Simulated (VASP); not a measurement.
# Ti2Re2Pb (I4/mmm) in VASP: single point with PBE

Aim: the single point of Ti2Re2Pb with PBE.

Everything below comes from runs of VASP 6.6.1. Logs are shortened: lines on timing, memory, paths and dates and some standing lists are left out, and cuts for length are marked.

### Step 1. The cell of the first run

Symmetry: I4/mmm, No. 139, tetragonal system. Conventional cell: a = 4.045 Å, b = 4.045 Å, c = 10.613 Å, α = 90.00°, β = 90.00°, γ = 90.00°. Within 3.2 Å of Ti (site symmetry 4mm) lie 4 Re at 2.41 Å and 1 Ti at 2.67 Å and 4 Pb at 3.16 Å. Within 3.2 Å of Re (site symmetry -4m2) lie 4 Ti at 2.41 Å and 4 Re at 2.86 Å. Within 4.2 Å of Pb (site symmetry 4/mmm) lie 10 Ti at 3.16 to 3.97 Å and 8 Re at 3.34 Å and 4 Pb at 4.05 Å.

### Step 2. Single point, PBE

File INCAR:

```
PREC     = Accurate       # precision mode
ENCUT    = 560            # plane-wave cutoff, eV
EDIFF    = 1E-6           # SCF threshold, eV
ISMEAR   = 0              # smearing method
SIGMA    = 0.1            # smearing width, eV
LREAL    = False          # projectors in reciprocal space
LASPH    = True           # aspherical terms in the spheres
NELM     = 120            # most SCF steps
ALGO     = Normal         # electronic algorithm
ISIF     = 2              # what is computed and relaxed
LWAVE    = False          # write WAVECAR
LCHARG   = False          # write CHGCAR
GGA      = PE             # functional
NBANDS   = 42             # bands
GGA_COMPAT= False
```

File KPOINTS:

```
Automatic mesh
0
Gamma
  6 6 6
```

File POSCAR:

```
Ti2Re2Pb
1.0
   -2.0225717197      2.0225717197      5.3067475814
    2.0225717197     -2.0225717197      5.3067475814
    2.0225717197      2.0225717197     -5.3067475814
Ti Re Pb
2 2 1
Direct
    0.6260000000      0.6260000000      0.0000000000
    0.3740000000      0.3740000000      0.0000000000
    0.2500000000      0.7500000000      0.5000000000
    0.7500000000      0.2500000000      0.5000000000
    0.0000000000      0.0000000000      0.0000000000
```

Potentials or basis: VASP PAW PBE potentials, release 64 (Ti_sv, Re_sv_GW, Pb_d).

On the command line:

```
$ cat potpaw_PBE.64/Ti_sv/POTCAR potpaw_PBE.64/Re_sv_GW/POTCAR potpaw_PBE.64/Pb_d/POTCAR > POTCAR
$ mpirun -np 1 vasp_std > vasp.out
```

OUTCAR:

```text
PREC = Accurate
   ENCUT = 560
   EDIFF = 1E-6
   ISMEAR = 0
   LREAL = False
   LASPH = True
   NELM = 120
   ISIF = 2
   GGA = PE

 ion  position               nearest neighbor table
   1  0.626  0.626  0.000-   3 2.41   4 2.41   3 2.41   4 2.41   2 2.67   5 3.16   5 3.16   5 3.16
                             5 3.16
   2  0.374  0.374  0.000-   3 2.41   4 2.41   3 2.41   4 2.41   1 2.67   5 3.16   5 3.16   5 3.16
                             5 3.16
   3  0.250  0.750  0.500-   1 2.41   2 2.41   2 2.41   1 2.41   4 2.86   4 2.86   4 2.86   4 2.86
                             5 3.34   5 3.34   5 3.34   5 3.34
   4  0.750  0.250  0.500-   1 2.41   2 2.41   2 2.41   1 2.41   3 2.86   3 2.86   3 2.86   3 2.86
                             5 3.34   5 3.34   5 3.34   5 3.34
   5  0.000  0.000  0.000-   1 3.16   1 3.16   1 3.16   2 3.16   2 3.16   2 3.16   1 3.16   2 3.16
                             3 3.34   3 3.34   4 3.34   4 3.34   4 3.34   3 3.34   3 3.34   4 3.34

  LATTYP: Found a body centered tetragonal cell.
 ALAT       =     4.0451434394
 C/A-ratio  =     2.6237623762

  Lattice vectors:

 A1 = (  -2.0225717197,   2.0225717197,   5.3067475814)
 A2 = (   2.0225717197,  -2.0225717197,   5.3067475814)
 A3 = (   2.0225717197,   2.0225717197,  -5.3067475814)

Analysis of symmetry for initial positions (statically):
=====================================================================
 Subroutine PRICEL returns:
 Original cell was already a primitive cell.

 Routine SETGRP: Setting up the symmetry group for a
 body centered tetragonal supercell.

 Subroutine GETGRP returns: Found 16 space group operations
 (whereof 16 operations were pure point group operations)
 out of a pool of 16 trial point group operations.

The static configuration has the point symmetry D_4h.

Analysis of symmetry for dynamics (positions and initial velocities):
=====================================================================
 Subroutine PRICEL returns:
 Original cell was already a primitive cell.

 Routine SETGRP: Setting up the symmetry group for a
 body centered tetragonal supercell.

 Subroutine GETGRP returns: Found 16 space group operations
 (whereof 16 operations were pure point group operations)
 out of a pool of 16 trial point group operations.

The dynamic configuration has the point symmetry D_4h.

 Subroutine INISYM returns: Found 16 space group operations
 (whereof 16 operations are pure point group operations),
 and found     1 'primitive' translations

----------------------------------------------------------------------------------------

[... 103 lines left out ...]
   NFREE  =      0    steps in history (QN), initial steepest desc. (CG)
   ISIF   =      2    stress and relaxation
   ISYM   =      2    0-nonsym 1-usesym 2-fastsym
   POTIM  = 0.5000    time-step for ionic-motion
   TEBEG  =    0.0;   TEEND  =   0.0 temperature during run
   PSTRESS=    0.0 pullay stress
   NELECT =      68.0000    total number of electrons
   NUPDOWN=      -1.0000    fix difference up-down
   EMIN   =  10.00;   EMAX   =-10.00  energy-range for DOS
   EFERMI =   0.00;   METHOD = LEGACY
   ISMEAR =     0;   SIGMA  =   0.10  broadening in eV -4-tet -1-fermi 0-gaus
   EFERMI_NEDOS =   21; number of points for ismear=-14 and -15
   IALGO  =     38    algorithm
   IMIX   =      4    mixing-type and parameters
     AMIX     =   0.40;   BMIX     =  1.00
     AMIX_MAG =   1.60;   BMIX_MAG =  1.00
  volume/ion in A,a.u.               =      17.37       117.20
  Fermi-wavevector in a.u.,A,eV,Ry     =   1.508965  2.851530 30.980113  2.276974
  Thomas-Fermi vector in A             =   2.619349
   LORBIT       =      0    0 simple, 1 ext, 2 COOP (PROOUT), +10 PAW based schemes
   GGA     = PE    functional components
   LHFCALC =     F    Hartree Fock is set to
   AEXX    =    0.0000 exact exchange contribution
   IVDW    =     0    specifies the selected vdW correction
   LEPSILON=     F    determine dielectric tensor
   LRPA    =     F    only Hartree local field effects (RPA)
 non-spin polarized calculation
 Gauss-broadening in eV      SIGMA  =   0.10
  energy-cutoff  :      560.00
  volume of cell :       86.84
 maximum number of plane-waves:      2635
 NGX is ok and might be reduce to    48
   NGX = 23   NGY = 23   NGZ = 23

 number of electron      68.0000002 magnetization

 Free energy of the ion-electron system (eV)
  ---------------------------------------------------
  ext. energy  EPLUGINS =         0.00000000
  ---------------------------------------------------
  free energy    TOTEN  =       -43.63521494 eV

  energy without entropy =      -43.61171425  energy(sigma->0) =      -43.62346459

 E-fermi :  10.2169     XC(G=0): -12.3360

 val. band max:       10.2141980221   @ k =   0.5000   0.5000   0.5000
 cond. band min:      10.2178825963   @ k =  -0.3333   0.5000   0.3333
 fundamental gap:      0.0036845742
 Fermi energy:        10.2168890220

 k-point     1 :       0.0000    0.0000    0.0000
  band No.  band energies     occupation
      1     -68.8533      2.00000
      2     -68.8030      2.00000
      3     -45.6658      2.00000
      4     -45.6230      2.00000
      5     -31.0329      2.00000
      6     -31.0329      2.00000
[... 1069 lines left out ...]
     41      13.6196      0.00000
     42      13.8733      0.00000

 [... further k-points ...]

------------------------ aborting loop because EDIFF is reached ----------------------------------------

  FORCE on cell =-STRESS in cart. coord.  units (eV):
  Direction    XX          YY          ZZ          XY          YZ          ZX
  --------------------------------------------------------------------------------------
  -------------------------------------------------------------------------------------
  Total        9.8546319      9.8546319     14.3371647      0.0000000     -0.0000000      0.0000000
  in kB      181.8254653    181.8254653    264.5316083      0.0000000     -0.0000000      0.0000000
  external PRESSURE =     209.3941796 kB  Pullay stress =       0.0000000 kB

 VOLUME and BASIS-vectors are now :
 -----------------------------------------------------------------------------
  energy-cutoff  :      560.00
  volume of cell :       86.84
      direct lattice vectors                 reciprocal lattice vectors
    -2.022571720  2.022571720  5.306747581     0.000000000  0.247210022  0.094219669
     2.022571720 -2.022571720  5.306747581     0.247210022  0.000000000  0.094219669
     2.022571720  2.022571720 -5.306747581     0.247210022  0.247210022  0.000000000

 POSITION                                       TOTAL-FORCE (eV/Angst)
 -----------------------------------------------------------------------------------
      0.00000      0.00000      6.64405         0.000000      0.000000     -2.588856
      0.00000      0.00000      3.96945        -0.000000     -0.000000      2.588856
      2.02257      0.00000      2.65337        -0.000000     -0.000000     -0.000000
      0.00000      2.02257      2.65337        -0.000000     -0.000000     -0.000000
      0.00000      0.00000      0.00000        -0.000000     -0.000000     -0.000000
 -----------------------------------------------------------------------------------
    total drift:                                0.000000     -0.000000      0.000000

  FREE ENERGIE OF THE ION-ELECTRON SYSTEM (eV)
  ---------------------------------------------------
  free  energy   TOTEN  =       -43.6352149423 eV

  energy  without entropy=      -43.6117142461  energy(sigma->0) =      -43.62346459
```

OSZICAR:

```text
N       E                     dE             d eps       ncg     rms          rms(c)
DAV:   1     0.134555985772E+04    0.13456E+04   -0.36029E+04  2536   0.213E+03
DAV:   2     0.177339885119E+03   -0.11682E+04   -0.11372E+04  3050   0.653E+02
DAV:   3    -0.261896188595E+02   -0.20353E+03   -0.19644E+03  3322   0.291E+02
DAV:   4    -0.444825468036E+02   -0.18293E+02   -0.17475E+02  4116   0.728E+01
DAV:   5    -0.453772161775E+02   -0.89467E+00   -0.88648E+00  3592   0.152E+01    0.172E+02
DAV:   6    -0.437585290920E+02    0.16187E+01   -0.52224E+00  3786   0.157E+01    0.898E+01
DAV:   7    -0.444112888472E+02   -0.65276E+00   -0.85399E+00  3688   0.130E+01    0.743E+00
DAV:   8    -0.437297674912E+02    0.68152E+00   -0.70584E+00  3890   0.116E+01    0.531E+00
DAV:   9    -0.436258429458E+02    0.10392E+00   -0.75746E-01  3694   0.475E+00    0.126E+00
DAV:  10    -0.436329242959E+02   -0.70814E-02   -0.33121E-02  3514   0.100E+00    0.100E+00
DAV:  11    -0.436351182110E+02   -0.21939E-02   -0.89023E-03  3430   0.584E-01    0.518E-01
DAV:  12    -0.436351864336E+02   -0.68223E-04   -0.23563E-03  3670   0.252E-01    0.169E-01
DAV:  13    -0.436352082990E+02   -0.21865E-04   -0.18224E-04  3792   0.767E-02    0.365E-02
DAV:  14    -0.436352161890E+02   -0.78899E-05   -0.39251E-05  3638   0.367E-02    0.462E-02
DAV:  15    -0.436352147423E+02    0.14466E-05   -0.12993E-05  3494   0.148E-02    0.387E-03
DAV:  16    -0.436352149423E+02   -0.20000E-06   -0.67430E-07  2000   0.715E-03
   1 F= -.43635215E+02 E0= -.43623465E+02  d E =-.235007E-01
```

stdout:

```text
POSCAR found type information on POSCAR TiRePb
 POSCAR found :  3 types and       5 ions
 scaLAPACK will be used
 LDA part: xc-table for (Slater+PW92), standard interpolation
 POSCAR, INCAR and KPOINTS ok, starting setup
 FFT: planning ... GRIDC
 FFT: planning ... GRID_SOFT
 FFT: planning ... GRID
 WAVECAR not read
 entering main loop
```

Wall time 4.2 min (1 thread of Intel Xeon Platinum 8259CL at 2.50GHz (Skylake/Cascade Lake), shared host); peak memory 0.4 GiB.

What came out:

| Quantity | Value |
| --- | --- |
| Free energy | -43.6352 eV |
| Pressure | 20.9 GPa |
| Largest force | 2.589 eV/Å |
| Band gap on the k mesh | zero (bands 34 and 35 overlap by 1.72 eV) |

Forces on the atoms (eV/Å):
```
Ti   0.000  0.000 -2.589
Ti   0.000  0.000  2.589
Re   0.000  0.000  0.000
Re   0.000  0.000  0.000
Pb   0.000  0.000  0.000
```

Stress tensor (GPa, compression positive):
```
18.18  0.00  0.00
 0.00 18.18  0.00
 0.00  0.00 26.45
```

Caveat: the stress differs along the axes, from 18 to 26 GPa; spin-orbit coupling is left out, which moves the levels of the heavy elements; forces of over 1 eV/Å act on the atoms, so gaps and moduli don't describe the material at rest.
